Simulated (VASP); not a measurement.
A run of VASP 6.6.1:

INCAR

```
SYSTEM = ScAs6
PREC = Accurate
ENCUT = 600
EDIFF = 1E-6
ISMEAR = 0
SIGMA = 0.1
LREAL = .False.
LASPH = .True.
NELM = 100
ALGO = Normal
ISIF = 3
LWAVE = .False.
LCHARG = .False.
GGA = PE
IBRION = 2
NSW = 90
EDIFFG = -0.04
```

Contents of KPOINTS:

```
regular mesh
0
Gamma
  4 4 6
  0 0 0
```

POSCAR

```
ScAs6
1.0
    2.5585529300     -5.4568626800      0.0000000000
    2.5585529300      5.4568626800      0.0000000000
    0.0000000000      0.0000000000      3.6365348500
Sc As
1 6
Direct
    0.5000000000      0.5000000000      0.0000000000
    0.1019200500      0.3216338200      0.5000000000
    0.8980799500      0.6783661800      0.5000000000
    0.3216338200      0.1019200500      0.5000000000
    0.6783661800      0.8980799500      0.5000000000
    0.0000000000      0.5000000000      0.0000000000
    0.5000000000      0.0000000000      0.0000000000
```

Potentials or basis: VASP PAW PBE potentials, release 64 (Sc_sv, As).

Run with:

```sh
$ cat potpaw_PBE.64/Sc_sv/POTCAR potpaw_PBE.64/As/POTCAR > POTCAR
$ mpirun -np 1 vasp_std > vasp.out
```

Hardware: 1 thread of Oxide Virtual Turin-like Processor (shared host).

Q: How long does it take, and how much memory?

A: Run time: 44 min on 1 thread of Oxide Virtual Turin-like Processor, with other jobs on the host, peak memory 0.29 GiB. Counts: scf iterations 203, k points 28, ion steps 21.
